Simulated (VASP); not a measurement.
A run of VASP 6.6.1 is set up as follows.

POSCAR

```
Pt
1.0
    0.0000000000      1.9314386481      1.9314386481
    1.9314386481      0.0000000000      1.9314386481
    1.9314386481      1.9314386481      0.0000000000
Pt
1
Direct
    0.0000000000      0.0000000000      0.0000000000
```

The input INCAR.step1:

```
PREC = Accurate
ENCUT = 520
ISMEAR = -1
SIGMA = 0.03
LREAL = F
LASPH = T
NELM = 80
NBANDS = 11
GGA = PE
ALGO = Normal
EDIFF = 1E-4
LWAVE = T
LCHARG = F
```

INCAR.step2

```
PREC = Accurate
ENCUT = 520
EDIFF = 1E-8
ISMEAR = -1
SIGMA = 0.03
LREAL = F
LASPH = T
NELM = 80
ALGO = Normal
ISIF = 2
LWAVE = F
LCHARG = F
METAGGA = R2SCAN
LMIXTAU = T
LEFG = T
NBANDS = 11
ISTART = 1
```

The input KPOINTS:

```
regular mesh
0
Gamma
  18 18 18
```

Potentials or basis: VASP PAW PBE potentials, release 64 (Pt).

The run is started by

```bash
$ cat potpaw_PBE.64/Pt/POTCAR > POTCAR
$ cp INCAR.step1 INCAR
$ mpirun -np 1 vasp_std > vasp.out
$ cp INCAR.step2 INCAR
$ mpirun -np 1 vasp_std > vasp.out
```

Q: What does it give for the pressure?

A: 20.0 GPa.

Q: Estimate the band gap on the k mesh.

A: Zero (band 5 reaches 12.49 eV, above the bottom of band 6 at 9.92 eV).

Caveat: without QUAD_EFG the Cq values of the log hold for a quadrupole moment of 1 mb, not for the nuclei; the PAW data sets were made with another functional, which shifts forces and pressure a little; spin-orbit coupling is left out, which moves the levels of the heavy elements.
